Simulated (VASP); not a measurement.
BaTe: single point with PBEsol

Crystal: BaTe.

```
Ba Te
1.0
     4.87811    0.00000    0.00000
    -2.43905    4.22456    0.00000
     0.00000    0.00000    8.54969
Ba Te
2 2
Direct
  0.00000 0.00000 0.00000
  0.00000 0.00000 0.50000
  0.33333 0.66667 0.25000
  0.66667 0.33333 0.75000
```

This cell differs from its parent crystal: volume scaled by 1.040.

* Program: VASP 6.6.1
* Task: single point
* Functional: PBEsol
* Potentials or basis: VASP PAW PBE potentials, release 64 (Ba_sv, Te)
* Cutoff: 520 eV
* k mesh: 8 × 8 × 4
* Occupations: gaussian, width 0.05 eV
* Spin: no spin polarisation
* Dipole correction: no
* Further INCAR settings: ALGO = Normal; EDIFF = 1e-06; NBANDS = 24

The pressure is -0.8 GPa. The band gap on the k mesh is 1.57 eV, indirect (least direct gap 1.62 eV).

Levels at points of the mesh, in eV from the valence-band top:
| k point | band 12 | band 13 | band 14 | band 15 | band 16 | band 17 | band 18 | band 19 | band 20 | band 21 |
| --- | --- | --- | --- | --- | --- | --- | --- | --- | --- | --- |
| (0.00, 0.00, 0.00) | -1.01 | -1.01 | -0.24 | 0.00 | 0.00 | 1.62 | 2.61 | 2.99 | 2.99 | 3.08 |
| (0.50, 0.00, 0.00) | -1.49 | -1.14 | -1.09 | -0.78 | -0.38 | 1.57 | 2.90 | 4.45 | 4.51 | 4.58 |
| (0.00, 0.00, 0.50) | -1.53 | -0.59 | -0.59 | -0.59 | -0.59 | 2.91 | 2.91 | 3.52 | 3.52 | 3.52 |
| (0.50, 0.00, 0.50) | -1.80 | -1.02 | -1.02 | -0.79 | -0.79 | 2.39 | 2.39 | 4.08 | 4.08 | 5.11 |

It took 110 s on 1 thread of AMD EPYC 7R43 64-Core Processor (Zen 3), with other jobs on the host, peak memory 0.3 GiB.

Caveat: the PAW data sets were made with another functional, which shifts forces and pressure a little; spin-orbit coupling is left out, which moves the levels of the heavy elements. A k mesh can miss the band edges.
